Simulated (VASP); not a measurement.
# MgI (P-6m2) in VASP: notebook

MgI is run at these levels: PBE; tasks: relaxation of cell and atoms, single point.

Program: VASP 6.6.1. These are calculated values, not measurements. Logs are shortened: lines on timing, memory, paths and dates and some standing lists are left out, and cuts for length are marked.

### 1 The cell of the first run

It takes space group P-6m2 (No. 187, hexagonal). Conventional cell: a = 3.864 Å, b = 3.864 Å, c = 6.048 Å, α = 90.00°, β = 90.00°, γ = 120.00°. Within 4.9 Å of Mg (site symmetry -6m2) lie 6 I at 3.76 Å and 6 Mg at 3.86 Å. Within 4.9 Å of I (site symmetry -6m2) lie 6 Mg at 3.76 Å and 6 I at 3.86 Å.

### 2 Relaxation of cell and atoms, PBE

INCAR

```
  ALGO = Normal
  EDIFF = 1E-6
  EDIFFG = -0.01
  ENCUT = 600
  GGA = PE
  IBRION = 2
  ISIF = 3
  ISMEAR = 0
  LASPH = T
  LCHARG = F
  LREAL = F
  LWAVE = F
  NELM = 100
  NSW = 100
  PREC = Accurate
  SIGMA = 0.1
```

KPOINTS

```
k-points
0
Gamma
  18 18 10
```

POSCAR

```
MgI
1.0
    3.8639441700      0.0000000000      0.0000000000
   -1.9319720900      3.3462738100      0.0000000000
    0.0000000000      0.0000000000      6.0482535200
Mg I
1 1
Direct
    0.0000000000      0.0000000000      0.0000000000
    0.3333333300      0.6666666700      0.5000000000
```

Potentials or basis: VASP PAW PBE potentials, release 64 (Mg, I).

Run with:

```console
> cat potpaw_PBE.64/Mg/POTCAR potpaw_PBE.64/I/POTCAR > POTCAR
> mpirun -np 1 vasp_std > vasp.out
```

OUTCAR:

```text
EDIFF = 1E-6
   EDIFFG = -0.01
   ENCUT = 600
   GGA = PE
   IBRION = 2
   ISIF = 3
   ISMEAR = 0
   LASPH = T
   LREAL = F
   NELM = 100
   NSW = 100
   PREC = Accurate

 ion  position               nearest neighbor table
   1  0.000  0.000  0.000-
   2  0.333  0.667  0.500-

  LATTYP: Found a hexagonal cell.
 ALAT       =     3.8639441700
 C/A-ratio  =     1.5653056188

  Lattice vectors:

 A1 = (   3.8639441700,   0.0000000000,   0.0000000000)
 A2 = (  -1.9319720900,   3.3462738100,   0.0000000000)
 A3 = (   0.0000000000,   0.0000000000,   6.0482535200)

Analysis of symmetry for initial positions (statically):
=====================================================================
 Subroutine PRICEL returns:
 Original cell was already a primitive cell.

 Routine SETGRP: Setting up the symmetry group for a
 hexagonal supercell.

 Subroutine GETGRP returns: Found 12 space group operations
 (whereof 12 operations were pure point group operations)
 out of a pool of 24 trial point group operations.

The static configuration has the point symmetry D_3h.

Analysis of symmetry for dynamics (positions and initial velocities):
=====================================================================
 Subroutine PRICEL returns:
 Original cell was already a primitive cell.

 Routine SETGRP: Setting up the symmetry group for a
 hexagonal supercell.

 Subroutine GETGRP returns: Found 12 space group operations
 (whereof 12 operations were pure point group operations)
 out of a pool of 24 trial point group operations.

The dynamic configuration has the point symmetry D_3h.

 Subroutine INISYM returns: Found 12 space group operations
 (whereof 12 operations are pure point group operations),
 and found     1 'primitive' translations

----------------------------------------------------------------------------------------

                                     Primitive cell

  volume of cell :      78.2028

  direct lattice vectors                    reciprocal lattice vectors
     3.863944170  0.000000000  0.000000000     0.258802911  0.149419931  0.000000000
    -1.931972090  3.346273810  0.000000000     0.000000000  0.298839861  0.000000000
     0.000000000  0.000000000  6.048253520     0.000000000  0.000000000  0.165336985

  length of vectors
     3.863944170  3.863944172  6.048253520     0.298839861  0.298839861  0.165336985

  position of ions in fractional coordinates (direct lattice)
     0.000000000  0.000000000  0.000000000
     0.333333330  0.666666670  0.500000000

  ion indices of the primitive-cell ions
   primitive index   ion index
                 1           1
                 2           2

----------------------------------------------------------------------------------------

 KPOINTS: k-points

Automatic generation of k-mesh.
 Grid dimensions read from file:
 generate k-points for:   18   18   10

 Generating k-lattice:

  Cartesian coordinates                     Fractional coordinates (reciprocal lattice)
     0.014377940  0.008301107  0.000000000     0.055555556 -0.000000000  0.000000000
     0.000000000  0.016602214  0.000000000     0.000000000  0.055555556  0.000000000
     0.000000000  0.000000000  0.016533698     0.000000000  0.000000000  0.100000000

  Length of vectors
     0.016602215  0.016602214  0.016533698

  Shift w.r.t. Gamma in fractional coordinates (k-lattice)
     0.000000000  0.000000000  0.000000000

 Subroutine IBZKPT returns following result:
 ===========================================

 Found    222 irreducible k-points:

 Following reciprocal coordinates:
            Coordinates               Weight
  0.000000  0.000000  0.000000      1.000000
  0.055556  0.000000  0.000000      6.000000
  0.111111  0.000000  0.000000      6.000000
  0.166667  0.000000  0.000000      6.000000
  0.222222  0.000000  0.000000      6.000000
  0.277778 -0.000000  0.000000      6.000000
[... 16 lines left out ...]
  0.333333  0.111111  0.000000     12.000000
  0.388889  0.111111  0.000000     12.000000
 [... further k-points ...]
   k-points           NKPTS =    222   k-points in BZ     NKDIM =    222   number of bands    NBANDS=      8
   number of dos      NEDOS =    301   number of ions     NIONS =      2
   total plane-waves  NPLWV =  49152
   dimension x,y,z NGX =    32 NGY =   32 NGZ =   48
   dimension x,y,z NGXF=    64 NGYF=   64 NGZF=   96
   ions per type =               1   1
   NGX,Y,Z   is equivalent  to a cutoff of  13.77, 13.77, 13.19 a.u.
   NGXF,Y,Z  is equivalent  to a cutoff of  27.54, 27.54, 26.39 a.u.
 SYSTEM =  unknown system
   PREC   = accura    normal or accurate (medium, high low for compatibility)
   ISTART =      0    job   : 0-new  1-cont  2-samecut
   ICHARG =      2    charge: 1-file 2-atom 10-const
   ISPIN  =      1    spin polarized calculation?
   LNONCOLLINEAR =      F non collinear calculations
   LSORBIT =      F    spin-orbit coupling
   LASPH  =      T    aspherical Exc in radial PAW
   ENCUT  =  600.0 eV  44.10 Ry    6.64 a.u.   7.72  7.72 12.08*2*pi/ulx,y,z
   NELM   =    100;   NELMIN=  2; NELMDL= -5     # of ELM steps
   EDIFF  = 0.1E-05   stopping-criterion for ELM
   LREAL  =      F    real-space projection
   EDIFFG = -.1E-01   stopping-criterion for IOM
   NSW    =    100    number of steps for IOM
   IBRION =      2    ionic relax: 0-MD 1-quasi-New 2-CG
   NFREE  =      1    steps in history (QN), initial steepest desc. (CG)
   ISIF   =      3    stress and relaxation
   ISYM   =      2    0-nonsym 1-usesym 2-fastsym
   POTIM  = 0.5000    time-step for ionic-motion
   TEBEG  =    0.0;   TEEND  =   0.0 temperature during run
   PSTRESS=    0.0 pullay stress
   NELECT =       9.0000    total number of electrons
   NUPDOWN=      -1.0000    fix difference up-down
   EMIN   =  10.00;   EMAX   =-10.00  energy-range for DOS
   EFERMI =   0.00;   METHOD = LEGACY
   ISMEAR =     0;   SIGMA  =   0.10  broadening in eV -4-tet -1-fermi 0-gaus
   EFERMI_NEDOS =   21; number of points for ismear=-14 and -15
   IALGO  =     38    algorithm
   IMIX   =      4    mixing-type and parameters
     AMIX     =   0.40;   BMIX     =  1.00
     AMIX_MAG =   1.60;   BMIX_MAG =  1.00
  volume/ion in A,a.u.               =      39.10       263.87
  Fermi-wavevector in a.u.,A,eV,Ry     =   0.796309  1.504806  8.627561  0.634108
  Thomas-Fermi vector in A             =   1.902807
   LORBIT       =      0    0 simple, 1 ext, 2 COOP (PROOUT), +10 PAW based schemes
   GGA     = PE    functional components
   LHFCALC =     F    Hartree Fock is set to
   AEXX    =    0.0000 exact exchange contribution
   IVDW    =     0    specifies the selected vdW correction
   LEPSILON=     F    determine dielectric tensor
   LRPA    =     F    only Hartree local field effects (RPA)
 conjugate gradient relaxation of ions
 non-spin polarized calculation
 Gauss-broadening in eV      SIGMA  =   0.10
  energy-cutoff  :      600.00
  volume of cell :       78.20
 maximum number of plane-waves:      2659
 NGX is ok and might be reduce to    32
   NGX = 15   NGY = 15   NGZ = 25

--------------------------------------- Ionic step        1  -------------------------------------------

 number of electron       9.0000000 magnetization

 Free energy of the ion-electron system (eV)
  ---------------------------------------------------
  ext. energy  EPLUGINS =         0.00000000
  ---------------------------------------------------
  free energy    TOTEN  =        -2.71551499 eV

  energy without entropy =       -2.70003659  energy(sigma->0) =       -2.70777579

------------------------ aborting loop because EDIFF is reached ----------------------------------------

  FORCE on cell =-STRESS in cart. coord.  units (eV):
  Direction    XX          YY          ZZ          XY          YZ          ZX
  --------------------------------------------------------------------------------------
  -------------------------------------------------------------------------------------
  Total       -0.5104729     -0.5104729     -3.5004566      0.0000000     -0.0000000     -0.0000000
  in kB      -10.4582980    -10.4582980    -71.7154912      0.0000000     -0.0000000     -0.0000000
  external PRESSURE =     -30.8773624 kB  Pullay stress =       0.0000000 kB
[... 89 lines left out ...]
  FREE ENERGIE OF THE ION-ELECTRON SYSTEM (eV)
  ---------------------------------------------------
  free  energy   TOTEN  =        -3.3733493093 eV

  energy  without entropy=       -3.3673968451  energy(sigma->0) =       -3.37037308

 E-fermi :   8.0912     XC(G=0):  -9.6952

 val. band max:        8.0883757384   @ k =   0.3889   0.0556   0.2000
 cond. band min:       8.1160402184   @ k =   0.3889   0.1667   0.2000
 fundamental gap:      0.0276644800
 Fermi energy:         8.0912113459

 k-point     1 :       0.0000    0.0000    0.0000
  band No.  band energies     occupation
      1      -8.3981      2.00000
      2       2.6006      2.00000
      3       4.9827      2.00000
      4       4.9827      2.00000
      5       6.0893      2.00000
      6      10.4193      0.00000
      7      12.4174      0.00000
      8      16.6807      0.00000
[... 243 lines left out ...]
 k-point    24 :       0.3889    0.1111    0.0000
  band No.  band energies     occupation
      1      -7.1622      2.00000
      2      -0.0355      2.00000
      3       3.0244      2.00000
      4       3.8034      2.00000
      5       8.7001      0.00000
      6      10.1962      0.00000
      7      10.9494      0.00000
      8      11.3738      0.00000

 [... further k-points ...]

[... ionic steps 4 to 12 ...]

--------------------------------------- Ionic step       13  -------------------------------------------

 number of electron       9.0000000 magnetization

------------------------ aborting loop because EDIFF is reached ----------------------------------------
[... 67 lines left out ...]
--------------------------------------- Ionic step       15  -------------------------------------------

 number of electron       9.0000000 magnetization

 Free energy of the ion-electron system (eV)
  ---------------------------------------------------
  ext. energy  EPLUGINS =         0.00000000
  ---------------------------------------------------
  free energy    TOTEN  =        -3.64604757 eV

  energy without entropy =       -3.64206964  energy(sigma->0) =       -3.64405860

 E-fermi :   4.9845     XC(G=0):  -8.4582

 val. band max:        4.9786176908   @ k =   0.3889   0.0556   0.0000
 cond. band min:       4.9904738299   @ k =   0.5000   0.0000   0.0000
 fundamental gap:      0.0118561391
 Fermi energy:         4.9845202148

 k-point     1 :       0.0000    0.0000    0.0000
  band No.  band energies     occupation
      1      -9.8403      2.00000
      2       0.5762      2.00000
      3       1.8833      2.00000
      4       1.8833      2.00000
      5       2.7814      2.00000
      6       7.6066      0.00000
      7       9.0979      0.00000
      8       9.0979      0.00000
[... 243 lines left out ...]
 k-point    24 :       0.3889    0.1111    0.0000
  band No.  band energies     occupation
      1      -9.2868      2.00000
      2      -1.3232      2.00000
      3       0.7528      2.00000
      4       1.2888      2.00000
      5       5.3245      0.00000
      6       7.1004      0.00000
      7       8.0096      0.00000
      8       8.1333      0.00000

 [... further k-points ...]
[... 5 lines left out ...]
  --------------------------------------------------------------------------------------
  -------------------------------------------------------------------------------------
  Total        0.0007952      0.0007952     -0.0040095     -0.0000000     -0.0000000     -0.0000000
  in kB        0.0203172      0.0203172     -0.1024347     -0.0000000     -0.0000000     -0.0000000
  external PRESSURE =      -0.0206001 kB  Pullay stress =       0.0000000 kB
[... 17 lines left out ...]
  FREE ENERGIE OF THE ION-ELECTRON SYSTEM (eV)
  ---------------------------------------------------
  free  energy   TOTEN  =        -3.6460475668 eV

  energy  without entropy=       -3.6420696399  energy(sigma->0) =       -3.64405860

 reached required accuracy - stopping structural energy minimisation
```

Wall time 6.3 min (1 thread of Intel Xeon 6975P-C (Granite Rapids), shared host); peak memory 0.41 GiB.

What came out:

| Quantity | Value |
| --- | --- |
| Free energy | -3.6460 eV |
| Relaxed volume | 31.36 Å³/atom |
| Relaxed cell | a = 4.097 Å, b = 4.097 Å, c = 4.314 Å, α = 90.00°, β = 90.00°, γ = 120.00° |
| Space group after relaxing (to 0.05 Å) | P-6m2 (No. 187) |
| Energy gained by relaxing | 465.3 meV/atom |
| Ionic steps | 15 |
| Pressure after relaxing | 0.0 GPa |

The path:
| step | energy change (eV) | largest force (eV/Å) | pressure (GPa) | volume (Å³) |
| --- | --- | --- | --- | --- |
| 1 | 0.0000 | 0.0000 | -3.09 | 78.20 |
| 2 | -0.3452 | 0.0000 | -2.18 | 69.85 |
| 3 | -0.6578 | 0.0000 | -0.26 | 61.65 |
| 4 | -0.4674 | 0.0000 | 12.36 | 46.32 |
| 5 | -0.7617 | 0.0000 | 1.97 | 56.71 |
| 6 | -0.7711 | 0.0000 | 3.04 | 55.04 |
| 7 | -0.8790 | 0.0000 | 2.78 | 56.02 |
| 8 | -0.8780 | 0.0000 | 2.88 | 56.11 |
| 9 | -0.9302 | 0.0000 | 0.11 | 62.22 |
| 10 | -0.9303 | 0.0000 | 0.00 | 62.55 |
| 11 | -0.9303 | 0.0000 | 0.04 | 62.41 |
| 12 | -0.9304 | 0.0000 | 0.03 | 62.48 |
| 13 | -0.9305 | 0.0000 | 0.04 | 62.58 |
| 14 | -0.9305 | 0.0000 | 0.04 | 62.56 |
| 15 | -0.9305 | 0.0000 | 0.00 | 62.71 |

Final structure:
```
Mg I
1.0
     4.09718    0.00000    0.00000
    -2.04859    3.54826    0.00000
     0.00000    0.00000    4.31368
Mg I
1 1
Direct
  0.00000 0.00000 0.00000
  0.33333 0.66667 0.50000
```

Caveat: the volume moved by over 15 % at a fixed basis, so the end points are rough; spin-orbit coupling is left out, which moves the levels of the heavy elements; an odd number of electrons without spin polarisation forces a metal; a magnetic or distorted state may lie lower.

### 3 Single point, PBE

INCAR

```
SYSTEM = MgI
PREC = Accurate ; ENCUT = 520
EDIFF = 1E-6 ; ISMEAR = 0
SIGMA = 0.1 ; LREAL = .FALSE.
LASPH = .TRUE. ; NELM = 100
ALGO = Normal ; ISIF = 2
LWAVE = .FALSE. ; LCHARG = .FALSE.
GGA = PE ; NBANDS = 12
```

KPOINTS

```
Automatic mesh
0
G
  6 6 4
  0 0 0
```

POSCAR is that of step 2.

Potentials or basis: VASP PAW PBE potentials, release 64 (Mg, I).

Run with:

```console
> cat potpaw_PBE.64/Mg/POTCAR potpaw_PBE.64/I/POTCAR > POTCAR
> mpirun -np 1 vasp_std > vasp.out
```

It took 11 s on 1 thread of Intel Xeon 6975P-C (Granite Rapids), shared host; peak memory 0.2 GiB.

The run converged. Its results:

```yaml
Free_energy: -2.7161 eV
Pressure: -3.2 GPa
```

Stress tensor (GPa, compression positive):
```
-0.91  0.00  0.00
 0.00 -0.91  0.00
 0.00  0.00 -7.63
```

Levels at points of the mesh, in eV from the Fermi level:
```csv
k point,band 2,band 3,band 4,band 5,band 6,band 7
"(0.00, 0.00, 0.00)",-3.28,-2.98,0.15,0.15,5.36,5.94
"(0.50, 0.00, 0.00)",-3.66,-2.06,-0.75,0.21,0.74,3.05
"(0.00, 0.00, 0.50)",-4.67,-0.05,0.17,0.17,2.30,6.77
"(0.50, 0.00, 0.50)",-3.49,-2.68,-0.71,-0.39,2.02,4.49
```

Caveat: spin-orbit coupling is left out, which moves the levels of the heavy elements; an odd number of electrons without spin polarisation forces a metal; a magnetic or distorted state may lie lower.

### 4 Single point, PBE

This run uses another cell than the first one, of 31.42 Å³/atom, 0.804 times its volume.

INCAR

```
SYSTEM = MgI
  PREC = Accurate
  ENCUT = 520
  EDIFF = 1E-6
  ISMEAR = 0
  SIGMA = 0.1
  LREAL = .False.
  LASPH = .True.
  NELM = 100
  ALGO = Normal
  ISIF = 2
  LWAVE = .False.
  LCHARG = .True.
  GGA = PE
  LELF = .True.
  LVHAR = .True.
  NBANDS = 12
```

KPOINTS

```
regular mesh
0
Gamma
  18 18 14
  0 0 0
```

POSCAR

```
MgI
1.0
    4.0979618907      0.0000000031      0.0000000000
   -2.0489809480      3.5489390996      0.0000000000
    0.0000000000      0.0000000000      4.3206383060
Mg I
1 1
Direct
    0.0000000000      0.0000000000      0.0000000000
    0.3333333333      0.6666666667      0.5000000000
```

Run with:

```console
> cat potpaw_PBE.64/Mg/POTCAR potpaw_PBE.64/I/POTCAR > POTCAR
> mpirun -np 1 vasp_std > vasp.out
```

Run time: 1.7 min. Hardware: 1 thread of Intel Xeon Platinum 8488C (Sapphire Rapids), shared host; peak memory 0.36 GiB.

It converged, with:

```yaml
Free_energy: -3.6435 eV
Pressure: -0.1 GPa
```

Levels at points of the mesh, in eV from the Fermi level:
```csv
k point,band 1,band 2,band 3,band 4,band 5,band 6,band 7,band 8,band 9,band 10
"(0.00, 0.00, 0.00)",-14.80,-4.39,-3.07,-3.07,-2.19,2.65,4.14,4.14,6.70,6.75
"(0.50, 0.00, 0.00)",-14.24,-6.42,-3.84,-3.68,0.02,2.14,2.64,3.03,6.02,7.24
"(0.00, 0.00, 0.50)",-14.55,-6.91,-2.82,-2.82,1.91,2.22,4.94,4.94,5.67,5.67
"(0.50, 0.00, 0.50)",-14.05,-5.75,-5.59,-3.52,-1.64,2.42,3.01,3.11,8.09,8.42
```

Caveat: spin-orbit coupling is left out, which moves the levels of the heavy elements; an odd number of electrons without spin polarisation forces a metal; a magnetic or distorted state may lie lower.

### 5 Overview

| task | cell | k mesh | cutoff (eV) | gap on the mesh (eV) | pressure (GPa) |
| --- | --- | --- | --- | --- | --- |
| relaxation of cell and atoms | relaxed from a = 3.864, b = 3.864, c = 6.048 Å, angles 90.0, 90.0, 120.0°, 2 atoms | 18 × 18 × 10 | 600 | none | 0.0 |
| single point | a = 3.864, b = 3.864, c = 6.048 Å, angles 90.0, 90.0, 120.0°, 2 atoms | 6 × 6 × 4 | 520 | none | -3.2 |
| single point | a = 4.098, b = 4.098, c = 4.321 Å, angles 90.0, 90.0, 120.0°, 2 atoms | 18 × 18 × 14 | 520 | none | -0.1 |

Alike in all rows: level PBE; potentials or basis VASP PAW PBE potentials, release 64 (Mg, I); no spin polarisation; smearing gaussian 0.1 eV.

Caveats: spin-orbit coupling is left out, which moves the levels of the heavy elements; an odd number of electrons without spin polarisation forces a metal; a magnetic or distorted state may lie lower; the volume moved by over 15 % at a fixed basis, so the end points are rough (some runs).

Absolute energies hang on the potentials; compare differences alone.
